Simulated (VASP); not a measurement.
Si2Ni: relaxation of cell and atoms with PBE

The system is Si2Ni.

```
Si Ni
1.0
     0.00000    2.70300    2.70300
     2.70300    0.00000    2.70300
     2.70300    2.70300    0.00000
Si Ni
2 1
Direct
  0.25000 0.25000 0.25000
  0.75000 0.75000 0.75000
  0.00000 0.00000 0.00000
```

```
Program                : VASP 6.6.1
Task                   : relaxation of cell and atoms
Functional             : PBE
Potentials or basis    : VASP PAW PBE potentials, release 64 (Si, Ni)
Cutoff                 : 600 eV
k mesh                 : 14 × 14 × 14
Occupations            : gaussian, width 0.1 eV
Spin                   : no spin polarisation
Dipole correction      : no
Further INCAR settings : ALGO = Normal; EDIFF = 1e-06; IBRION = 2; EDIFFG = -0.005; NSW = 100; ISIF = 3
```

```yaml
Relaxed_volume: 13.47 Å³/atom
Relaxed_cell: a = 3.852 Å, b = 3.852 Å, c = 3.852 Å, α = 60.00°, β = 60.00°, γ = 60.00°
Space_group_after_relaxing_to_0.05_Å: Fm-3m (No. 225)
Energy_gained_by_relaxing: 3.1 meV/atom
Ionic_steps: 3
Pressure_after_relaxing: 0.0 GPa
Band_gap_on_the_k_mesh: zero (band 9 reaches 11.79 eV, above the bottom of band 10 at 9.65 eV)
```

Step by step:
```
step  energy change (eV)  largest force (eV/Å)  pressure (GPa)  volume (Å³)
   1              0.0000                0.0000            3.22        39.50
   2             -0.0047                0.0000           -2.29        41.03
   3             -0.0092                0.0000            0.01        40.40
```

Final structure:
```xyz
3
Lattice="0.0000 2.7235 2.7235 2.7235 0.0000 2.7235 2.7235 2.7235 0.0000" Properties=species:S:1:pos:R:3 pbc="T T T"
Si    1.3618    1.3618    1.3618
Si    4.0853    4.0853    4.0853
Ni    0.0000    0.0000    0.0000
```

Levels at points of the mesh, in eV from the Fermi level:
```
           k point  band 7  band 8  band 9  band 10  band 11  band 12
(0.00, 0.00, 0.00)   -0.49    1.66    1.66     1.66     2.31     2.31
(0.50, 0.00, 0.00)   -3.22   -1.40   -1.40     1.74     1.78     1.78
(0.50, 0.50, 0.00)   -3.49   -3.33   -3.01    -0.46     1.45     7.73
```

Wall time 3.1 min on 1 thread of AMD EPYC 9R45 (Zen 5), with other jobs on the host, peak memory 0.19 GiB.

Spin polarisation is off, so any magnetic state and its effect on volume and gap are missing. PBE usually gives volumes a little too large and moduli too small.
